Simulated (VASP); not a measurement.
## Ta4C3: single point with PBEsol

Ta4C3:

```
Ta C
1.0
     1.48629    0.85811    9.74860
    -1.48629    0.85811    9.74860
     0.00000   -1.71622    9.74860
Ta C
4 3
Direct
  0.37324 0.37324 0.37324
  0.62291 0.62291 0.62291
  0.21094 0.21094 0.21094
  0.79445 0.79445 0.79445
  0.50325 0.50325 0.50325
  0.99573 0.99573 0.99573
  0.08446 0.08446 0.08446
```

```yaml
Program: VASP 6.6.1
Task: single point
Functional: PBEsol
Potentials_or_basis: VASP PAW PBE potentials, release 64 (Ta_pv, C)
Cutoff: 520 eV
k_mesh: 12 × 12 × 12
Occupations: gaussian, width 0.1 eV
Spin: no spin polarisation
```

| Property | Result |
| --- | --- |
| Pressure | 51.5 GPa |
| Largest force | 0.074 eV/Å |
| Band gap on the k mesh | zero (bands 28 and 29 overlap by 0.51 eV) |

Forces on the atoms (eV/Å):
```
Ta   0.000  0.000  0.002
Ta   0.000  0.000 -0.074
Ta   0.000  0.000  0.069
Ta   0.000  0.000 -0.007
C    0.000  0.000  0.007
C    0.000  0.000  0.007
C    0.000  0.000 -0.004
```

Stress tensor (GPa, compression positive):
```
51.50  0.00  0.00
 0.00 51.50  0.00
 0.00  0.00 51.60
```

Levels at points of the mesh, in eV from the Fermi level:
```
           k point  band 26  band 27  band 28  band 29  band 30  band 31
(0.00, 0.00, 0.00)    -0.81    -0.61    -0.61     0.87     0.87     1.33
(0.50, 0.00, 0.00)    -1.94    -0.71    -0.12     1.73     2.30     2.30
(0.50, 0.50, 0.00)    -1.86    -0.69     0.10     0.90     2.82     3.22
(0.50, 0.50, 0.50)    -1.33    -0.63    -0.63     0.66     0.66     0.96
```

Run time: 73 min on 1 thread of Intel(R) Xeon(R) Platinum 8488C (Sapphire Rapids), with other jobs on the host, peak memory 1.2 GiB.

Caveat: the cell stands under pressure; the PAW data sets were made with another functional, which shifts forces and pressure a little; spin-orbit coupling is left out, which moves the levels of the heavy elements.
